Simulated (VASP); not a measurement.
BN: single point with r2SCAN0

BN:

```xyz
4
Lattice="2.4982 0.0000 0.0000 -1.2491 2.1635 0.0000 0.0000 0.0000 6.6357" Properties=species:S:1:pos:R:3 pbc="T T T"
N     1.2491    0.7212    1.6589
N     0.0000    1.4424    4.9768
B     1.2491    0.7212    4.9768
B     0.0000    1.4424    1.6589
```

```yaml
Program: VASP 6.6.1
Task: single point
Functional: r2SCAN0
Potentials_or_basis: VASP PAW PBE potentials, release 64 (N, B)
Cutoff: 520 eV
k_mesh: 6 × 6 × 2
Occupations: fermi-dirac, width 0.05 eV
Spin: no spin polarisation
```

| Quantity | Value |
| --- | --- |
| Pressure | -1.9 GPa |
| Band gap on the k mesh | 6.76 eV, indirect (least direct gap 7.24 eV) |

Stress tensor (GPa, compression positive):
```
-3.12  0.00  0.00
 0.00 -3.12  0.00
 0.00  0.00  0.60
```

Levels at points of the mesh, in eV from the valence-band top:
```tsv
k point	band 4	band 5	band 6	band 7	band 8	band 9	band 10	band 11	band 12	band 13
(0.00, 0.00, 0.00)	-4.59	-1.55	-1.55	-1.51	-1.51	7.40	13.30	14.62	14.62	14.77
(0.50, 0.00, 0.00)	-10.00	-4.71	-4.64	-1.56	-0.48	6.76	8.36	12.34	12.84	15.27
(0.00, 0.00, 0.50)	-5.90	-1.53	-1.53	-1.53	-1.53	10.07	10.07	14.70	14.70	14.70
(0.50, 0.00, 0.50)	-10.04	-4.67	-4.67	-1.00	-1.00	7.26	7.26	12.83	12.83	16.42
```

Wall time 4 min on 1 thread of Intel(R) Xeon(R) 6975P-C (Granite Rapids), with other jobs on the host, peak memory 0.16 GiB.

Caveat: the k points lie up to 0.48 Å⁻¹ apart; the PAW data sets were made with another functional, which shifts forces and pressure a little. A k mesh can miss the band edges.
